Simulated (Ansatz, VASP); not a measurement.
## Two plane-wave programs on TaH4

```xyz
5
Lattice="-2.2827 2.2827 1.4323 2.2827 -2.2827 1.4323 2.2827 2.2827 -1.4323" Properties=species:S:1:pos:R:3 pbc="T T T"
Ta    0.0000    0.0000    1.4323
H     0.9417    1.7866    1.4323
H     1.7866   -0.9417    1.4323
H     0.4961    3.2244    0.0000
H     1.3410    0.4961    0.0000
```

Alike in both runs: task relaxation of cell and atoms; functional PBE; k mesh 12 × 12 × 12; occupations gaussian, width 0.1 eV; no spin polarisation.

|  | VASP | Ansatz |
| --- | --- | --- |
| version | VASP 6.6.1 | Ansatz 0.2.0 |
| potentials or method | VASP PAW PBE potentials, release 64 (Ta_pv, H), cutoff 600 eV | scalar-relativistic, plane waves, PAW |
| valence electrons in the cell | 15 | 17 |

```tsv
	VASP	Ansatz	Ansatz less VASP
gap on the k mesh at the Fermi level, each at its own relaxed structure (eV)	none	none	-
relaxed volume (Å³/atom)	5.99	5.99	-0.005
relaxed length of the cell vector where the two differ most in proportion (Å)	3.529	3.527	-0.0013
```

A gap of «none» marks a metal or a gap that the smearing closes. VASP's potentials hold 15 valence electrons a cell and Ansatz's 17, so a difference there can come from the potentials and not from the codes.

Spin-orbit coupling is off throughout.
